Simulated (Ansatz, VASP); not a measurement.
Be3Te in VASP and in Ansatz

```
Be Te
1.0
    -2.47768    2.47768    2.47768
     2.47768   -2.47768    2.47768
     2.47768    2.47768   -2.47768
Be Te
3 1
Direct
  0.00000 0.50000 0.50000
  0.50000 0.00000 0.50000
  0.50000 0.50000 0.00000
  0.00000 0.00000 0.00000
```

Alike in both runs: functional PBE; k mesh 5 × 5 × 5; occupations gaussian, width 0.2 eV; no spin polarisation.

Ansatz relaxed the structure, and its values are those at the end. VASP's run is a single point on that final structure, the one shown.

|  | VASP | Ansatz |
| --- | --- | --- |
| version | VASP 6.6.1 | Ansatz 0.2.0 |
| potentials or method | VASP PAW PBE potentials, release 64 (Be, Te), cutoff 600 eV | scalar-relativistic, plane waves, PAW |
| valence electrons in the cell | 12 | 22 |

VASP gave:

| Item | Value |
| --- | --- |
| gap on the k mesh at the Fermi level (eV) | none |
| pressure (GPa) | -0.2 |

Task: Which values does Ansatz return?

Result: gap on the k mesh at the Fermi level (eV): none; pressure (GPa): -0.3.

A gap of «none» marks a metal or a gap that the smearing closes. VASP's potentials hold 12 valence electrons a cell and Ansatz's 22, so a difference there can come from the potentials and not from the codes.

Spin-orbit coupling is off throughout.
